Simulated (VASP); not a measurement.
# Sb (P6_3/mmc) in VASP: single point with PBEsol

Aim: the single point of Sb with PBEsol.

All numbers are computed with VASP 6.6.1; they aren't measurements. Logs are shortened: lines on timing, memory, paths and dates and some standing lists are left out, and cuts for length are marked.

## 1. The cell of the first run

Symmetry: P6_3/mmc, No. 194, hexagonal system. Conventional cell: a = 2.475 Å, b = 2.475 Å, c = 3.940 Å, α = 90.00°, β = 90.00°, γ = 120.00°. Within 3.2 Å of Sb (site symmetry -6m2) lie 12 Sb at 2.43 to 2.48 Å.

This isn't the form of Sb at room conditions, which is rhombohedral.

## 2. Single point, PBEsol (10.45 Å³/atom)

Input file INCAR:

```
ALGO = Normal ; EDIFF = 1E-6
ENCUT = 500 ; GGA = PS
GGA_COMPAT = False ; ISIF = 2
ISMEAR = -1 ; LASPH = True
LCHARG = True ; LELF = True
LREAL = False ; LVHAR = True
LWAVE = False ; NBANDS = 22
NELM = 120 ; PREC = Accurate
SIGMA = 0.1
```

Input file KPOINTS:

```
k-points
0
Gamma
  13 13 7
```

Input file POSCAR:

```
Sb
1.0
    2.4750484877      0.0000000000      0.0000000000
   -1.2375242438      2.1434548659      0.0000000000
    0.0000000000      0.0000000000      3.9396567784
Sb
2
Direct
    0.3333333333      0.6666666667      0.2500000000
    0.6666666667      0.3333333333      0.7500000000
```

Potentials or basis: VASP PAW PBE potentials, release 64 (Sb_d_GW).

The run is started by

```console
cat potpaw_PBE.64/Sb_d_GW/POTCAR > POTCAR
mpirun -np 1 vasp_std > vasp.out
```

OUTCAR:

```text
EDIFF = 1E-6
   ENCUT = 500
   GGA = PS
   ISIF = 2
   ISMEAR = -1
   LASPH = True
   LREAL = False
   NELM = 120
   PREC = Accurate

 ion  position               nearest neighbor table
   1  0.333  0.667  0.250-   2 2.43   2 2.43   2 2.43   2 2.43   2 2.43   2 2.43
   2  0.667  0.333  0.750-   1 2.43   1 2.43   1 2.43   1 2.43   1 2.43   1 2.43

  LATTYP: Found a hexagonal cell.
 ALAT       =     2.4750484877
 C/A-ratio  =     1.5917493326

  Lattice vectors:

 A1 = (   2.4750484877,   0.0000000000,   0.0000000000)
 A2 = (  -1.2375242438,   2.1434548659,   0.0000000000)
 A3 = (   0.0000000000,   0.0000000000,   3.9396567784)

Analysis of symmetry for initial positions (statically):
=====================================================================
 Subroutine PRICEL returns:
 Original cell was already a primitive cell.

 Routine SETGRP: Setting up the symmetry group for a
 hexagonal supercell.

 Subroutine GETGRP returns: Found 24 space group operations
 (whereof 12 operations were pure point group operations)
 out of a pool of 24 trial point group operations.

The static configuration has the point symmetry D_3d.
 The point group associated with its full space group is D_6h.

Analysis of symmetry for dynamics (positions and initial velocities):
=====================================================================
 Subroutine PRICEL returns:
 Original cell was already a primitive cell.

 Routine SETGRP: Setting up the symmetry group for a
 hexagonal supercell.

 Subroutine GETGRP returns: Found 24 space group operations
 (whereof 12 operations were pure point group operations)
 out of a pool of 24 trial point group operations.

The dynamic configuration has the point symmetry D_3d.
 The point group associated with its full space group is D_6h.

 Subroutine INISYM returns: Found 24 space group operations
 (whereof 12 operations are pure point group operations),
 and found     1 'primitive' translations

----------------------------------------------------------------------------------------

                                     Primitive cell

  volume of cell :      20.9005

  direct lattice vectors                    reciprocal lattice vectors
     2.475048488  0.000000000  0.000000000     0.404032489  0.233268266  0.000000000
    -1.237524244  2.143454866  0.000000000     0.000000000  0.466536532  0.000000000
     0.000000000  0.000000000  3.939656778     0.000000000  0.000000000  0.253829218

  length of vectors
     2.475048488  2.475048488  3.939656778     0.466536532  0.466536532  0.253829218

  position of ions in fractional coordinates (direct lattice)
     0.333333333  0.666666667  0.250000000
     0.666666667  0.333333333  0.750000000

  ion indices of the primitive-cell ions
   primitive index   ion index
                 1           1
                 2           2

----------------------------------------------------------------------------------------

 KPOINTS: k-points

Automatic generation of k-mesh.
 Grid dimensions read from file:
 generate k-points for:   13   13    7

 Generating k-lattice:

  Cartesian coordinates                     Fractional coordinates (reciprocal lattice)
     0.031079422  0.017943713  0.000000000     0.076923077  0.000000000  0.000000000
     0.000000000  0.035887426  0.000000000     0.000000000  0.076923077  0.000000000
     0.000000000  0.000000000  0.036261317     0.000000000  0.000000000  0.142857143

  Length of vectors
     0.035887426  0.035887426  0.036261317

  Shift w.r.t. Gamma in fractional coordinates (k-lattice)
     0.000000000  0.000000000  0.000000000

 Subroutine IBZKPT returns following result:
 ===========================================

 Found     84 irreducible k-points:

 Following reciprocal coordinates:
            Coordinates               Weight
  0.000000  0.000000  0.000000      1.000000
  0.076923  0.000000  0.000000      6.000000
  0.153846  0.000000  0.000000      6.000000
  0.230769  0.000000  0.000000      6.000000
  0.307692  0.000000  0.000000      6.000000
  0.384615  0.000000  0.000000      6.000000
[... 16 lines left out ...]
  0.076923  0.000000  0.142857     12.000000
  0.153846  0.000000  0.142857     12.000000
 [... further k-points ...]
   k-points           NKPTS =     84   k-points in BZ     NKDIM =     84   number of bands    NBANDS=     22
   number of dos      NEDOS =    301   number of ions     NIONS =      2
   total plane-waves  NPLWV =   9720
   dimension x,y,z NGX =    18 NGY =   18 NGZ =   30
   dimension x,y,z NGXF=    36 NGYF=   36 NGZF=   60
   ions per type =               2
   NGX,Y,Z   is equivalent  to a cutoff of  12.09, 12.09, 12.66 a.u.
   NGXF,Y,Z  is equivalent  to a cutoff of  24.18, 24.18, 25.32 a.u.
 SYSTEM =  unknown system
   PREC   = accura    normal or accurate (medium, high low for compatibility)
   ISTART =      0    job   : 0-new  1-cont  2-samecut
   ICHARG =      2    charge: 1-file 2-atom 10-const
   ISPIN  =      1    spin polarized calculation?
   LNONCOLLINEAR =      F non collinear calculations
   LSORBIT =      F    spin-orbit coupling
   LASPH  =      T    aspherical Exc in radial PAW
   ENCUT  =  500.0 eV  36.75 Ry    6.06 a.u.   4.51  4.51  7.18*2*pi/ulx,y,z
   NELM   =    120;   NELMIN=  2; NELMDL= -5     # of ELM steps
   EDIFF  = 0.1E-05   stopping-criterion for ELM
   LREAL  =      F    real-space projection
   EDIFFG = 0.1E-04   stopping-criterion for IOM
   NSW    =      0    number of steps for IOM
   IBRION =     -1    ionic relax: 0-MD 1-quasi-New 2-CG
   NFREE  =      0    steps in history (QN), initial steepest desc. (CG)
   ISIF   =      2    stress and relaxation
   ISYM   =      2    0-nonsym 1-usesym 2-fastsym
   POTIM  = 0.5000    time-step for ionic-motion
   TEBEG  =    0.0;   TEEND  =   0.0 temperature during run
   PSTRESS=    0.0 pullay stress
   NELECT =      30.0000    total number of electrons
   NUPDOWN=      -1.0000    fix difference up-down
   EMIN   =  10.00;   EMAX   =-10.00  energy-range for DOS
   EFERMI =   0.00;   METHOD = LEGACY
   ISMEAR =    -1;   SIGMA  =   0.10  broadening in eV -4-tet -1-fermi 0-gaus
   EFERMI_NEDOS =   21; number of points for ismear=-14 and -15
   IALGO  =     38    algorithm
   IMIX   =      4    mixing-type and parameters
     AMIX     =   0.40;   BMIX     =  1.00
     AMIX_MAG =   1.60;   BMIX_MAG =  1.00
  volume/ion in A,a.u.               =      10.45        70.52
  Fermi-wavevector in a.u.,A,eV,Ry     =   1.846700  3.489758 46.399979  3.410302
  Thomas-Fermi vector in A             =   2.897691
   LORBIT       =      0    0 simple, 1 ext, 2 COOP (PROOUT), +10 PAW based schemes
   GGA     = PS    functional components
   LHFCALC =     F    Hartree Fock is set to
   AEXX    =    0.0000 exact exchange contribution
   IVDW    =     0    specifies the selected vdW correction
   LEPSILON=     F    determine dielectric tensor
   LRPA    =     F    only Hartree local field effects (RPA)
 non-spin polarized calculation
  energy-cutoff  :      500.00
  volume of cell :       20.90
 maximum number of plane-waves:       548
 NGX is ok and might be reduce to    18
   NGX =  9   NGY =  9   NGZ = 15

 number of electron      30.0000017 magnetization

 Free energy of the ion-electron system (eV)
  ---------------------------------------------------
  ext. energy  EPLUGINS =         0.00000000
  ---------------------------------------------------
  free energy    TOTEN  =        12.65613971 eV

  energy without entropy =       12.68520209  energy(sigma->0) =       12.67067090

 E-fermi :  22.4404     XC(G=0): -16.1217

 val. band max:       22.4034109592   @ k =   0.4615   0.0769   0.4286
 cond. band min:      22.4737637034   @ k =   0.3077   0.2308   0.1429
 fundamental gap:      0.0703527442
 Fermi energy:        22.4403920904

 k-point     1 :       0.0000    0.0000    0.0000
  band No.  band energies     occupation
      1     -10.3029      2.00000
      2      -9.7541      2.00000
      3      -9.6795      2.00000
      4      -9.6795      2.00000
      5      -9.5248      2.00000
      6      -9.5248      2.00000
[... 14 lines left out ...]
     21      36.6501      0.00000
     22      36.6501      0.00000

 k-point     2 :       0.0769    0.0000    0.0000
  band No.  band energies     occupation
      1     -10.2648      2.00000
      2      -9.8200      2.00000
      3      -9.6109      2.00000
      4      -9.6003      2.00000
      5      -9.5245      2.00000
      6      -9.4608      2.00000
[... 14 lines left out ...]
     21      35.9087      0.00000
     22      36.6234      0.00000

 k-point     3 :       0.1538    0.0000    0.0000
  band No.  band energies     occupation
      1     -10.2301      2.00000
      2      -9.8642      2.00000
      3      -9.5639      2.00000
      4      -9.5535      2.00000
      5      -9.5053      2.00000
      6      -9.4188      2.00000
[... 14 lines left out ...]
     21      36.5852      0.00000
     22      36.9901      0.00000

 k-point     4 :       0.2308    0.0000    0.0000
  band No.  band energies     occupation
      1     -10.3358      2.00000
      2      -9.8154      2.00000
      3      -9.7550      2.00000
      4      -9.6163      2.00000
      5      -9.5516      2.00000
      6      -9.1860      2.00000
[... 14 lines left out ...]
     21      35.7615      0.00000
     22      36.5941      0.00000

 k-point     5 :       0.3077    0.0000    0.0000
  band No.  band energies     occupation
      1     -10.4991      2.00000
      2      -9.9915      2.00000
      3      -9.8510      2.00000
      4      -9.7248      2.00000
      5      -9.4252      2.00000
      6      -9.0621      2.00000
[... 417 lines left out ...]
 k-point    22 :       0.0000    0.0000    0.1429
  band No.  band energies     occupation
      1     -10.2674      2.00000
      2      -9.7678      2.00000
      3      -9.7397      2.00000
      4      -9.7397      2.00000
      5      -9.5597      2.00000
      6      -9.5597      2.00000
[... 14 lines left out ...]
     21      36.6661      0.00000
     22      36.6662      0.00000

 k-point    23 :       0.0769    0.0000    0.1429
  band No.  band energies     occupation
      1     -10.2325      2.00000
      2      -9.8189      2.00000
      3      -9.6999      2.00000
      4      -9.6861      2.00000
      5      -9.5621      2.00000
      6      -9.4962      2.00000
[... 14 lines left out ...]
     21      36.5281      0.00000
     22      36.8446      0.00000

 k-point    24 :       0.1538    0.0000    0.1429
  band No.  band energies     occupation
      1     -10.2089      2.00000
      2      -9.8470      2.00000
      3      -9.6986      2.00000
      4      -9.5847      2.00000
      5      -9.5773      2.00000
      6      -9.3182      2.00000
[... 14 lines left out ...]
     21      35.7933      0.00000
     22      36.6676      0.00000

 [... further k-points ...]
[... 5 lines left out ...]
  --------------------------------------------------------------------------------------
  -------------------------------------------------------------------------------------
  Total       67.1961224     67.1961224     67.2269666      0.0000000     -0.0000000      0.0000000
  in kB     5151.0806834   5151.0806831   5153.4451170      0.0000001     -0.0000000      0.0000000
  external PRESSURE =    5151.8688278 kB  Pullay stress =       0.0000000 kB

 VOLUME and BASIS-vectors are now :
 -----------------------------------------------------------------------------
  energy-cutoff  :      500.00
  volume of cell :       20.90
      direct lattice vectors                 reciprocal lattice vectors
     2.475048488  0.000000000  0.000000000     0.404032489  0.233268266  0.000000000
    -1.237524244  2.143454866  0.000000000     0.000000000  0.466536532  0.000000000
     0.000000000  0.000000000  3.939656778     0.000000000  0.000000000  0.253829218

 POSITION                                       TOTAL-FORCE (eV/Angst)
 -----------------------------------------------------------------------------------
     -0.00000      1.42897      0.98491        -0.000000     -0.000000      0.000000
      1.23752      0.71448      2.95474         0.000000      0.000000      0.000000
 -----------------------------------------------------------------------------------
    total drift:                               -0.000000      0.000000      0.000000

  FREE ENERGIE OF THE ION-ELECTRON SYSTEM (eV)
  ---------------------------------------------------
  free  energy   TOTEN  =        12.6561397059 eV

  energy  without entropy=       12.6852020871  energy(sigma->0) =       12.67067090
```

It took 39 s on 1 thread of Intel Xeon Platinum 8259CL at 2.50GHz (Skylake/Cascade Lake), shared host; peak memory 0.16 GiB.

What came out:

* Free energy: 12.6561 eV
* Pressure: 515.2 GPa
* Band gap on the k mesh: zero (bands 15 and 16 overlap by 15.60 eV)

Stress tensor (GPa, compression positive):
```
515.11   0.00   0.00
  0.00 515.11   0.00
  0.00   0.00 515.34
```

Levels at points of the mesh, in eV from the Fermi level:
```tsv
k point	band 12	band 13	band 14	band 15	band 16	band 17	band 18	band 19
(0.00, 0.00, 0.00)	-14.93	-12.18	6.53	8.34	8.34	8.86	9.29	11.52
```

Caveat: the cell stands under pressure; the PAW data sets were made with another functional, which shifts forces and pressure a little; spin-orbit coupling is left out, which moves the levels of the heavy elements.

The gap in the log of VASP goes by the Fermi energy; the results here count the filled bands.